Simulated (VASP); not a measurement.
# Sb (Pm-3m) in VASP: notebook

The runs below take Sb through single point, with PBE0, r2SCAN0.

Program: VASP 6.6.1. These are calculated values, not measurements. Logs are shortened: lines on timing, memory, paths and dates and some standing lists are left out, and cuts for length are marked.

### Step 1. The cell of the first run

It takes space group Pm-3m (No. 221, cubic). Conventional cell: a = 3.181 Å, b = 3.181 Å, c = 3.181 Å, α = 90.00°, β = 90.00°, γ = 90.00°. Within 4.2 Å of Sb (site symmetry m-3m) lie 6 Sb at 3.18 Å.

This isn't the form of Sb at room conditions, which is rhombohedral.

### Step 2. Single point, PBE0

Contents of POSCAR:

```
Sb
1.0
    3.1809277622      0.0000000000      0.0000000000
    0.0000000000      3.1809277622      0.0000000000
    0.0000000000      0.0000000000      3.1809277622
Sb
1
Direct
    0.0000000000      0.0000000000      0.0000000000
```

Contents of INCAR.step1:

```
  PREC = Accurate
  ENCUT = 400
  EDIFF = 1E-5
  ISMEAR = -1
  SIGMA = 0.05
  LREAL = False
  LASPH = True
  NELM = 120
  ALGO = Normal
  ISIF = 2
  LWAVE = True
  GGA = PE
  NBANDS = 14
  GGA_COMPAT = False
```

Contents of INCAR.step2:

```
  PREC = Accurate
  ENCUT = 400
  EDIFF = 1E-6
  ISMEAR = -1
  SIGMA = 0.05
  LREAL = False
  LASPH = True
  NELM = 120
  ALGO = Normal
  ISIF = 2
  LWAVE = False
  LCHARG = True
  GGA = PE
  LHFCALC = True
  AEXX = 0.25
  PRECFOCK = Normal
  LELF = True
  LVHAR = True
  ISTART = 1
  NBANDS = 14
  GGA_COMPAT = False
```

Contents of KPOINTS:

```
Automatic mesh
0
Gamma
  4 4 4
```

Potentials or basis: VASP PAW PBE potentials, release 64 (Sb_d_GW).

Command:

```bash
$ cat potpaw_PBE.64/Sb_d_GW/POTCAR > POTCAR
$ cp INCAR.step1 INCAR
$ mpirun -np 1 vasp_std > vasp.out
$ cp INCAR.step2 INCAR
$ mpirun -np 1 vasp_std > vasp.out
```

OUTCAR:

```text
PREC = Accurate
   ENCUT = 400
   EDIFF = 1E-6
   ISMEAR = -1
   LREAL = False
   LASPH = True
   NELM = 120
   ISIF = 2
   GGA = PE
   LHFCALC = True
   AEXX = 0.25
   PRECFOCK = Normal
   ISTART = 1

 ion  position               nearest neighbor table
   1  0.000  0.000  0.000-

  LATTYP: Found a simple cubic cell.
 ALAT       =     3.1809277622

  Lattice vectors:

 A1 = (   3.1809277622,   0.0000000000,   0.0000000000)
 A2 = (   0.0000000000,   3.1809277622,   0.0000000000)
 A3 = (   0.0000000000,   0.0000000000,   3.1809277622)

Analysis of symmetry for initial positions (statically):
=====================================================================
 Subroutine PRICEL returns:
 Original cell was already a primitive cell.

 Routine SETGRP: Setting up the symmetry group for a
 simple cubic supercell.

 Subroutine GETGRP returns: Found 48 space group operations
 (whereof 48 operations were pure point group operations)
 out of a pool of 48 trial point group operations.

The static configuration has the point symmetry O_h .

Analysis of symmetry for dynamics (positions and initial velocities):
=====================================================================
 Subroutine PRICEL returns:
 Original cell was already a primitive cell.

 Routine SETGRP: Setting up the symmetry group for a
 simple cubic supercell.

 Subroutine GETGRP returns: Found 48 space group operations
 (whereof 48 operations were pure point group operations)
 out of a pool of 48 trial point group operations.

The dynamic configuration has the point symmetry O_h .

 Subroutine INISYM returns: Found 48 space group operations
 (whereof 48 operations are pure point group operations),
 and found     1 'primitive' translations

----------------------------------------------------------------------------------------

                                     Primitive cell

  volume of cell :      32.1856

  direct lattice vectors                    reciprocal lattice vectors
     3.180927762  0.000000000  0.000000000     0.314373691  0.000000000  0.000000000
     0.000000000  3.180927762  0.000000000     0.000000000  0.314373691  0.000000000
     0.000000000  0.000000000  3.180927762     0.000000000  0.000000000  0.314373691

  length of vectors
     3.180927762  3.180927762  3.180927762     0.314373691  0.314373691  0.314373691

  position of ions in fractional coordinates (direct lattice)
     0.000000000  0.000000000  0.000000000

  ion indices of the primitive-cell ions
   primitive index   ion index
                 1           1

----------------------------------------------------------------------------------------

 KPOINTS: Automatic mesh

Automatic generation of k-mesh.
 Grid dimensions read from file:
 generate k-points for:    4    4    4

 Generating k-lattice:

  Cartesian coordinates                     Fractional coordinates (reciprocal lattice)
     0.078593423  0.000000000  0.000000000     0.250000000  0.000000000  0.000000000
     0.000000000  0.078593423  0.000000000     0.000000000  0.250000000  0.000000000
     0.000000000  0.000000000  0.078593423     0.000000000  0.000000000  0.250000000

  Length of vectors
     0.078593423  0.078593423  0.078593423

  Shift w.r.t. Gamma in fractional coordinates (k-lattice)
     0.000000000  0.000000000  0.000000000

 Subroutine IBZKPT returns following result:
 ===========================================

 Found     10 irreducible k-points:

 Following reciprocal coordinates:
            Coordinates               Weight
  0.000000  0.000000  0.000000      1.000000
  0.250000  0.000000  0.000000      6.000000
  0.500000  0.000000  0.000000      3.000000
  0.250000  0.250000  0.000000     12.000000
  0.500000  0.250000  0.000000     12.000000
  0.500000  0.500000  0.000000      3.000000
  0.250000  0.250000  0.250000      8.000000
  0.500000  0.250000  0.250000     12.000000
  0.500000  0.500000  0.250000      6.000000
  0.500000  0.500000  0.500000      1.000000
[... 44 lines left out ...]

 val. band max:        3.3619332925   @ k =   0.2500   0.2500   0.2500
 cond. band min:       4.7464306264   @ k =   0.5000   0.2500   0.0000
 fundamental gap:      1.3844973338
 Fermi energy:         4.6646913956

 k-point     1 :       0.0000    0.0000    0.0000
  band No.  band energies     occupation
      1     -27.8737      2.00000
      2     -27.8737      2.00000
      3     -27.7223      2.00000
      4     -27.7223      2.00000
      5     -27.7223      2.00000
      6      -9.4033      2.00000
      7       8.1084      0.00000
      8       8.1084      0.00000
      9       8.1084      0.00000
     10      12.1299      0.00000
     11      12.1299      0.00000
     12      13.0204      0.00000
     13      24.1705      0.00000
     14      24.1705      0.00000

 k-point     2 :       0.2500    0.0000    0.0000
  band No.  band energies     occupation
      1     -27.8708      2.00000
      2     -27.8091      2.00000
      3     -27.7415      2.00000
      4     -27.7415      2.00000
      5     -27.7205      2.00000
      6      -8.4990      2.00000
      7       1.7958      2.00000
      8       8.9510      0.00000
      9       8.9510      0.00000
     10      12.9227      0.00000
     11      13.5505      0.00000
     12      18.9693      0.00000
     13      19.9993      0.00000
     14      19.9997      0.00000

 k-point     3 :       0.5000    0.0000    0.0000
  band No.  band energies     occupation
      1     -27.8674      2.00000
      2     -27.7609      2.00000
      3     -27.7609      2.00000
      4     -27.7444      2.00000
      5     -27.7186      2.00000
      6      -6.9534      2.00000
      7      -1.9812      2.00000
      8      10.1548      0.00000
      9      10.1548      0.00000
     10      14.5414      0.00000
     11      15.7084      0.00000
     12      16.5709      0.00000
     13      16.8338      0.00000
     14      17.2008      0.00000
[... 86 lines left out ...]
 k-point     9 :       0.5000    0.5000    0.2500
  band No.  band energies     occupation
      1     -27.8038      2.00000
      2     -27.7789      2.00000
      3     -27.7789      2.00000
      4     -27.7365      2.00000
      5     -27.6694      2.00000
      6      -3.2797      2.00000
      7       1.0465      2.00000
      8       1.0465      2.00000
      9       7.1292      0.00000
     10       8.2496      0.00000
     11      12.9926      0.00000
     12      12.9926      0.00000
     13      15.8762      0.00000
     14      24.8012      0.00000

 k-point    10 :       0.5000    0.5000    0.5000
  band No.  band energies     occupation
      1     -27.8014      2.00000
      2     -27.8014      2.00000
      3     -27.8014      2.00000
      4     -27.6678      2.00000
      5     -27.6678      2.00000
      6      -1.2947      2.00000
      7       2.2083      2.00000
      8       2.2083      2.00000
      9       2.2083      2.00000
     10      10.0804      0.00000
     11      10.0804      0.00000
     12      10.0804      0.00000
     13      12.2849      0.00000
     14      29.7160      0.00000

------------------------ aborting loop because EDIFF is reached ----------------------------------------

  FORCE on cell =-STRESS in cart. coord.  units (eV):
  Direction    XX          YY          ZZ          XY          YZ          ZX
  --------------------------------------------------------------------------------------
  -------------------------------------------------------------------------------------
  Total       -1.3631197     -1.3631197     -1.3631197     -0.0000000     -0.0000000     -0.0000000
  in kB      -67.8552054    -67.8552054    -67.8552054     -0.0000000     -0.0000000     -0.0000000
  external PRESSURE =     -67.8552054 kB  Pullay stress =       0.0000000 kB

 VOLUME and BASIS-vectors are now :
 -----------------------------------------------------------------------------
  energy-cutoff  :      400.00
  volume of cell :       32.19
      direct lattice vectors                 reciprocal lattice vectors
     3.180927762  0.000000000  0.000000000     0.314373691  0.000000000  0.000000000
     0.000000000  3.180927762  0.000000000     0.000000000  0.314373691  0.000000000
     0.000000000  0.000000000  3.180927762     0.000000000  0.000000000  0.314373691

 POSITION                                       TOTAL-FORCE (eV/Angst)
 -----------------------------------------------------------------------------------
      0.00000      0.00000      0.00000         0.000000      0.000000      0.000000
 -----------------------------------------------------------------------------------
    total drift:                               -0.000000     -0.000001      0.000003

  FREE ENERGIE OF THE ION-ELECTRON SYSTEM (eV)
  ---------------------------------------------------
  free  energy   TOTEN  =        -4.9517573914 eV

  energy  without entropy=       -4.9430060058  energy(sigma->0) =       -4.94738170
```

Wall time 3.2 min (1 thread of AMD EPYC 7R43 (Zen 3), shared host); peak memory 0.11 GiB.

What came out:

```yaml
Free_energy: -4.9518 eV
Pressure: -6.8 GPa
Band_gap_on_the_k_mesh: zero (an odd number of electrons rules out a gap without spin polarisation)
```

Levels at points of the mesh, in eV from the Fermi level:
| k point | band 4 | band 5 | band 6 | band 7 | band 8 | band 9 | band 10 | band 11 |
| --- | --- | --- | --- | --- | --- | --- | --- | --- |
| (0.00, 0.00, 0.00) | -32.39 | -32.39 | -14.07 | 3.44 | 3.44 | 3.44 | 7.47 | 7.47 |
| (0.50, 0.00, 0.00) | -32.41 | -32.38 | -11.62 | -6.65 | 5.49 | 5.49 | 9.88 | 11.04 |
| (0.50, 0.50, 0.00) | -32.42 | -32.34 | -8.93 | -4.45 | -4.45 | 2.71 | 7.46 | 13.80 |
| (0.50, 0.50, 0.50) | -32.33 | -32.33 | -5.96 | -2.46 | -2.46 | -2.46 | 5.42 | 5.42 |

Caveat: the k points lie up to 0.49 Å⁻¹ apart, too coarse for converged energies and pressures of a metal; the PAW data sets were made with another functional, which shifts forces and pressure a little; spin-orbit coupling is left out, which moves the levels of the heavy elements; an odd number of electrons without spin polarisation forces a metal; a magnetic or distorted state may lie lower.

### Step 3. Single point, r2SCAN0

This run uses another cell than the first one, of 30.29 Å³/atom.

Contents of POSCAR:

```
Sb
1.0
    3.1172920620      0.0000000000      0.0000000000
    0.0000000000      3.1172920620      0.0000000000
    0.0000000000      0.0000000000      3.1172920620
Sb
1
Direct
    0.0000000000      0.0000000000      0.0000000000
```

Contents of INCAR.step1:

```
SYSTEM = Sb
PREC     = Accurate       ! precision mode
ENCUT    = 440            ! plane-wave cutoff, eV
EDIFF    = 1E-5           ! SCF threshold, eV
ISMEAR   = -1             ! smearing method
SIGMA    = 0.05           ! smearing width, eV
LREAL    = .FALSE.        ! projectors in reciprocal space
LASPH    = .TRUE.         ! aspherical terms in the spheres
NELM     = 120            ! most SCF steps
ALGO     = Normal         ! electronic algorithm
ISIF     = 2              ! what is computed and relaxed
LWAVE    = .TRUE.         ! write WAVECAR
LCHARG   = .FALSE.        ! write CHGCAR
NBANDS   = 14             ! bands
GGA      = PE             ! functional
GGA_COMPAT= .FALSE.
```

Contents of INCAR.step2:

```
SYSTEM = Sb
PREC     = Accurate       ! precision mode
ENCUT    = 440            ! plane-wave cutoff, eV
EDIFF    = 1E-6           ! SCF threshold, eV
ISMEAR   = -1             ! smearing method
SIGMA    = 0.05           ! smearing width, eV
LREAL    = .FALSE.        ! projectors in reciprocal space
LASPH    = .TRUE.         ! aspherical terms in the spheres
NELM     = 120            ! most SCF steps
ALGO     = Normal         ! electronic algorithm
ISIF     = 2              ! what is computed and relaxed
LWAVE    = .FALSE.        ! write WAVECAR
LCHARG   = .FALSE.        ! write CHGCAR
METAGGA  = R2SCAN         ! meta-GGA
LHFCALC  = .TRUE.         ! exact exchange
AEXX     = 0.25           ! exact-exchange fraction
LMIXTAU  = .TRUE.       
PRECFOCK = Normal       
NBANDS   = 14             ! bands
ISTART   = 1            
GGA_COMPAT= .FALSE.
```

Contents of KPOINTS:

```
Automatic mesh
0
G
  4 4 4
  0 0 0
```

Potentials or basis: VASP PAW PBE potentials, release 64 (Sb_d_GW).

Command:

```bash
$ cat potpaw_PBE.64/Sb_d_GW/POTCAR > POTCAR
$ cp INCAR.step1 INCAR
$ mpirun -np 1 vasp_std > vasp.out
$ cp INCAR.step2 INCAR
$ mpirun -np 1 vasp_std > vasp.out
```

Wall time 3.5 min (1 thread of AMD EPYC 7R43 (Zen 3), shared host); peak memory 0.11 GiB.

Results (log left out):

| Property | Result |
| --- | --- |
| Free energy | -21.2672 eV |
| Pressure | -4.5 GPa |
| Band gap on the k mesh | zero (an odd number of electrons rules out a gap without spin polarisation) |

Levels at points of the mesh, in eV from the Fermi level:
```tsv
k point	band 5	band 6	band 7	band 8	band 9	band 10
(0.00, 0.00, 0.00)	-33.02	-14.99	3.66	3.66	3.66	7.78
(0.50, 0.00, 0.00)	-33.02	-12.21	-7.31	5.99	5.99	10.36
(0.50, 0.50, 0.00)	-32.96	-9.12	-4.94	-4.94	2.68	8.30
(0.50, 0.50, 0.50)	-32.96	-5.61	-2.75	-2.75	-2.75	5.55
```

Caveat: the k points lie up to 0.50 Å⁻¹ apart, too coarse for converged energies and pressures of a metal; the PAW data sets were made with another functional, which shifts forces and pressure a little; spin-orbit coupling is left out, which moves the levels of the heavy elements; an odd number of electrons without spin polarisation forces a metal; a magnetic or distorted state may lie lower.

### Step 4. Single point, PBE0

This run uses another cell than the first one, of 33.45 Å³/atom.

Contents of POSCAR:

```
Sb
1.0
    3.2219765189      0.0000000000      0.0000000000
    0.0000000000      3.2219765189      0.0000000000
    0.0000000000      0.0000000000      3.2219765189
Sb
1
Direct
    0.0000000000      0.0000000000      0.0000000000
```

Contents of INCAR.step1:

```
SYSTEM = Sb
PREC = Accurate ; ENCUT = 400
EDIFF = 1E-5 ; ISMEAR = -1
SIGMA = 0.05 ; LREAL = .False.
LASPH = .True. ; NELM = 120
ALGO = Normal ; ISIF = 2
LWAVE = .True. ; LCHARG = .False.
GGA = PE ; NBANDS = 14
GGA_COMPAT = .False.
```

Contents of INCAR.step2:

```
SYSTEM = Sb
PREC = Accurate ; ENCUT = 400
EDIFF = 1E-6 ; ISMEAR = -1
SIGMA = 0.05 ; LREAL = .False.
LASPH = .True. ; NELM = 120
ALGO = Normal ; ISIF = 2
LWAVE = .False. ; LCHARG = .False.
GGA = PE ; LHFCALC = .True.
AEXX = 0.25 ; PRECFOCK = Normal
ISTART = 1 ; NBANDS = 14
GGA_COMPAT = .False.
```

Contents of KPOINTS:

```
regular mesh
0
Gamma
  6 6 6
  0 0 0
```

Command:

```bash
$ cat potpaw_PBE.64/Sb_d_GW/POTCAR > POTCAR
$ cp INCAR.step1 INCAR
$ mpirun -np 1 vasp_std > vasp.out
$ cp INCAR.step2 INCAR
$ mpirun -np 1 vasp_std > vasp.out
```

Run time: 14 min. Hardware: 1 thread of Intel Xeon Platinum 8259CL at 2.50GHz (Skylake/Cascade Lake), shared host; peak memory 0.15 GiB.

Results (log left out):

```yaml
Free_energy: -5.3442 eV
Pressure: -6.1 GPa
Band_gap_on_the_k_mesh: zero (an odd number of electrons rules out a gap without spin polarisation)
```

Levels at points of the mesh, in eV from the Fermi level:
| k point | band 5 | band 6 | band 7 | band 8 | band 9 | band 10 |
| --- | --- | --- | --- | --- | --- | --- |
| (0.00, 0.00, 0.00) | -32.16 | -13.68 | 3.54 | 3.54 | 3.54 | 7.59 |
| (0.50, 0.00, 0.00) | -32.16 | -11.34 | -6.25 | 5.40 | 5.40 | 9.86 |
| (0.50, 0.50, 0.00) | -32.11 | -8.90 | -4.24 | -4.24 | 2.88 | 7.18 |
| (0.50, 0.50, 0.50) | -32.11 | -6.20 | -2.32 | -2.32 | -2.32 | 5.50 |

Caveat: the cell stands under tension; the PAW data sets were made with another functional, which shifts forces and pressure a little; spin-orbit coupling is left out, which moves the levels of the heavy elements; an odd number of electrons without spin polarisation forces a metal; a magnetic or distorted state may lie lower.

### Step 5. Single point, PBE0

This run uses another cell than the first one, of 29.66 Å³/atom.

Contents of POSCAR:

```
Sb
1.0
    3.0954921035      0.0000000000      0.0000000000
    0.0000000000      3.0954921035      0.0000000000
    0.0000000000      0.0000000000      3.0954921035
Sb
1
Direct
    0.0000000000      0.0000000000      0.0000000000
```

Contents of INCAR.step1:

```
PREC     = Accurate       # precision mode
ENCUT    = 400            # plane-wave cutoff, eV
EDIFF    = 1E-5           # SCF threshold, eV
ISMEAR   = -1             # smearing method
SIGMA    = 0.05           # smearing width, eV
LREAL    = False          # projectors in reciprocal space
LASPH    = True           # aspherical terms in the spheres
NELM     = 120            # most SCF steps
ALGO     = Normal         # electronic algorithm
ISIF     = 2              # what is computed and relaxed
LWAVE    = True           # write WAVECAR
LCHARG   = False          # write CHGCAR
NBANDS   = 14             # bands
GGA      = PE             # functional
GGA_COMPAT= False
```

Contents of INCAR.step2:

```
PREC     = Accurate       # precision mode
ENCUT    = 400            # plane-wave cutoff, eV
EDIFF    = 1E-6           # SCF threshold, eV
ISMEAR   = -1             # smearing method
SIGMA    = 0.05           # smearing width, eV
LREAL    = False          # projectors in reciprocal space
LASPH    = True           # aspherical terms in the spheres
NELM     = 120            # most SCF steps
ALGO     = Normal         # electronic algorithm
ISIF     = 2              # what is computed and relaxed
LWAVE    = False          # write WAVECAR
LCHARG   = False          # write CHGCAR
GGA      = PE             # functional
LHFCALC  = True           # exact exchange
AEXX     = 0.25           # exact-exchange fraction
PRECFOCK = Normal       
NBANDS   = 14             # bands
ISTART   = 1            
GGA_COMPAT= False
```

Contents of KPOINTS:

```
Automatic mesh
0
Gamma
  6 6 6
```

Command:

```bash
$ cat potpaw_PBE.64/Sb_d_GW/POTCAR > POTCAR
$ cp INCAR.step1 INCAR
$ mpirun -np 1 vasp_std > vasp.out
$ cp INCAR.step2 INCAR
$ mpirun -np 1 vasp_std > vasp.out
```

It took 6.8 min on 1 thread of Intel Xeon 6975P-C (Granite Rapids), shared host; peak memory 0.14 GiB.

The run converged. Its results:

* Free energy: -5.4192 eV
* Pressure: -2.4 GPa
* Band gap on the k mesh: zero (an odd number of electrons rules out a gap without spin polarisation)

Levels at points of the mesh, in eV from the Fermi level:
```
           k point  band 5  band 6  band 7  band 8  band 9  band 10
(0.00, 0.00, 0.00)  -32.32  -14.67    3.77    3.77    3.77     7.65
(0.50, 0.00, 0.00)  -32.32  -11.89   -7.17    6.07    6.07    10.27
(0.50, 0.50, 0.00)  -32.26   -8.91   -4.85   -4.85    2.42     8.33
(0.50, 0.50, 0.50)  -32.25   -5.37   -2.60   -2.60   -2.60     5.33
```

Caveat: the PAW data sets were made with another functional, which shifts forces and pressure a little; spin-orbit coupling is left out, which moves the levels of the heavy elements; an odd number of electrons without spin polarisation forces a metal; a magnetic or distorted state may lie lower.

### Step 6. Summary

| level | cell | k mesh | cutoff (eV) | gap on the mesh (eV) | pressure (GPa) |
| --- | --- | --- | --- | --- | --- |
| PBE0 | a = 3.181 Å, 1 atom | 4 × 4 × 4 | 400 | none | -6.8 |
| r2SCAN0 | a = 3.117 Å, 1 atom | 4 × 4 × 4 | 440 | none | -4.5 |
| PBE0 | a = 3.222 Å, 1 atom | 6 × 6 × 6 | 400 | none | -6.1 |
| PBE0 | a = 3.095 Å, 1 atom | 6 × 6 × 6 | 400 | none | -2.4 |

Alike in all rows: task single point; potentials or basis VASP PAW PBE potentials, release 64 (Sb_d_GW); no spin polarisation; smearing fermi-dirac 0.05 eV.

Caveats: some runs use coarse meshes; the PAW data sets were made with another functional, which shifts forces and pressure a little; spin-orbit coupling is left out, which moves the levels of the heavy elements; an odd number of electrons without spin polarisation forces a metal; a magnetic or distorted state may lie lower; the cell stands under tension (at least some runs).

Total energies depend on the potentials used, so only differences within one code and one set of settings carry meaning.

The gap in the log of VASP goes by the Fermi energy; the results here count the filled bands.